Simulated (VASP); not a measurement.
A run of VASP 6.6.1 is set up as follows.

INCAR

```
SYSTEM = AlN
PREC = Accurate ; ENCUT = 520
EDIFF = 1E-7 ; ISMEAR = 0
SIGMA = 0.05 ; LREAL = .False.
LASPH = .True. ; NELM = 100
ALGO = Normal ; ISIF = 2
LWAVE = .False. ; LCHARG = .False.
GGA = PE ; NBANDS = 11
```

File KPOINTS:

```
regular mesh
0
Gamma
  10 10 10
  0 0 0
```

The input POSCAR:

```
AlN
1.0
    0.0000000000      2.2195293472      2.2195293472
    2.2195293472      0.0000000000      2.2195293472
    2.2195293472      2.2195293472      0.0000000000
Al N
1 1
Direct
   -0.0068627833      0.0068627833      0.0068627833
    0.7632197081      0.7367802919      0.7367802919
```

Potentials or basis: VASP PAW PBE potentials, release 64 (Al, N).

The run is started by

```sh
$ cat potpaw_PBE.64/Al/POTCAR potpaw_PBE.64/N/POTCAR > POTCAR
$ mpirun -np 1 vasp_std > vasp.out
```

Estimate the pressure.

-3.9 GPa.

What does it give for the band gap on the k mesh?

3.06 eV, indirect (least direct gap 3.54 eV).

What does it give for the largest force?

1.128 eV/Å.

Forces on the atoms (eV/Å):
```
Al  -1.128  0.000  0.000
N    1.128  0.000  0.000
```

Caveat: forces of over 1 eV/Å act on the atoms, so gaps and moduli don't describe the material at rest. A k mesh can miss the band edges.
